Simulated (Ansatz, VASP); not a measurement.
**One calculation of GaN, two programs**

Contents of POSCAR:

```
GaN
1.0
    2.6141298017      0.0000000000      0.0000000000
    0.0000000000      2.6141298017      0.0000000000
    0.0000000000      0.0000000000      3.4263772758
Ga N
1 1
Direct
    0.5000000000      0.5000000000      0.5000000000
    0.0000000000      0.0000000000      0.0000000000
```

File INCAR.step1:

```
  ALGO = Normal
  EDIFF = 1E-4
  ENCUT = 600
  GGA = PE
  ISMEAR = 0
  ISPIN = 2
  LASPH = T
  LCHARG = F
  LREAL = F
  LWAVE = T
  MAGMOM = 0 0.63
  NELM = 150
  PREC = Accurate
  SIGMA = 0.1
```

INCAR.step2

```
  ALGO = Normal
  EDIFF = 1E-6
  EDIFFG = -0.04
  ENCUT = 600
  IBRION = 2
  ISIF = 3
  ISMEAR = 0
  ISPIN = 2
  ISTART = 1
  LASPH = T
  LCHARG = F
  LMIXTAU = T
  LORBIT = 11
  LREAL = F
  LWAVE = F
  MAGMOM = 0 0.63
  METAGGA = R2SCAN
  NELM = 150
  NSW = 90
  PREC = Accurate
  SIGMA = 0.1
```

KPOINTS

```
k-points
0
Gamma
  6 6 6
```

Input for Ansatz:

```yaml
crystal:
  lattice:
    - [2.6141298017, 0.0, 0.0]
    - [0.0, 2.6141298017, 0.0]
    - [0.0, 0.0, 3.4263772758]
  atoms:
    - { symbol: Ga, position: [0.5, 0.5, 0.5] }
    - { symbol: "N", position: [0.0, 0.0, 0.0], spin: 0.63 }
basis:
  ecutwfc: 500
kpoints:
  mp_grid: { grid: [6, 6, 6] }
hamiltonian:
  xc: r2scan
scf:
  occupations: { method: gaussian, width: 0.1 }
  lower_state_search: "off"
output:
  forces: true
  stress: true
  eigenvalues: true
  populations: true
magnetization:
  spin_polarized: true
relax:
  adjacent_minimum: "off"
  f_tol: 0.04
  max_steps: 70
  cell: { stress_tol: 0.4 }
```

Alike in both runs: task relaxation of cell and atoms; functional r2SCAN; k mesh 6 × 6 × 6; occupations gaussian, width 0.1 eV; collinear spin.

```csv
,VASP,Ansatz
version,VASP 6.6.1,Ansatz 0.2.0
potentials or method,"VASP PAW PBE potentials, release 64 (Ga_d, N), cutoff 600 eV","scalar-relativistic, plane waves, PAW"
valence electrons in the cell,18,18
```

```tsv
	VASP	Ansatz	Ansatz less VASP
gap on the k mesh at the Fermi level, each at its own relaxed structure (eV)	none	none	-
net moment per atom (μB)	0.00	0.00	0.000
relaxed volume (Å³/atom)	9.84	9.83	-0.005
relaxed cell length with the largest relative difference (Å)	2.700	2.755	+0.0549
```

VASP's potentials were made for PBE, not for r2SCAN. A gap of «none» marks a metal or a gap that the smearing closes. Ansatz's warnings: seeded moment not kept.

The k mesh is coarse, so the values compare programs but aren't converged. Noted on VASP's run: the volume moved by over 15 % at a fixed basis, so the end points are rough.
